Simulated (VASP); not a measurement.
Wanted: the native input for a VASP 6.6.1 run.

| Item | Value |
| --- | --- |
| Task | single point |
| Functional | LDA |
| Potentials or basis | VASP PAW LDA potentials, release 64 (Mo_sv, Pt) |
| Cutoff | 520 eV |
| k mesh | 12 × 12 × 7 |
| Occupations | gaussian, width 0.05 eV |
| Spin | no spin polarisation |
| Dipole correction | no |
| Further INCAR settings | ALGO = Normal; EDIFF = 1e-07; NBANDS = 19 |

The structure of MoPt lies in POSCAR:

```
MoPt
1.0
    2.8947926305      0.0000000000      0.0000000000
   -1.4473958023      2.5069639299      0.0000000000
    0.0000000000      0.0000000000      4.6447269531
Mo Pt
1 1
Direct
    0.6666666667      0.3333333333      0.0000000000
    0.3333333333      0.6666666667      0.5000000000
```

One way to write it, as run:

INCAR

```
SYSTEM = MoPt
  PREC = Accurate
  ENCUT = 520
  EDIFF = 1E-7
  ISMEAR = 0
  SIGMA = 0.05
  LREAL = .FALSE.
  LASPH = .TRUE.
  NELM = 80
  ALGO = Normal
  ISIF = 2
  LWAVE = .FALSE.
  LCHARG = .FALSE.
  GGA = CA
  NBANDS = 19
```

KPOINTS

```
Automatic mesh
0
G
  12 12 7
  0 0 0
```

Potentials or basis: VASP PAW LDA potentials, release 64 (Mo_sv, Pt).

Launch:

```bash
$ cat potpaw_LDA.64/Mo_sv/POTCAR potpaw_LDA.64/Pt/POTCAR > POTCAR
$ mpirun -np 1 vasp_std > vasp.out
```

It gave:

```yaml
Pressure: -29.6 GPa
Band_gap_on_the_k_mesh: zero (band 12 reaches 11.07 eV, above the bottom of band 13 at 9.58 eV)
```

Caveat: spin-orbit coupling is left out, which moves the levels of the heavy elements.

Wall time 16 s on 1 thread of Intel(R) Xeon(R) 6975P-C (Granite Rapids) (shared host), peak memory 0.17 GiB.
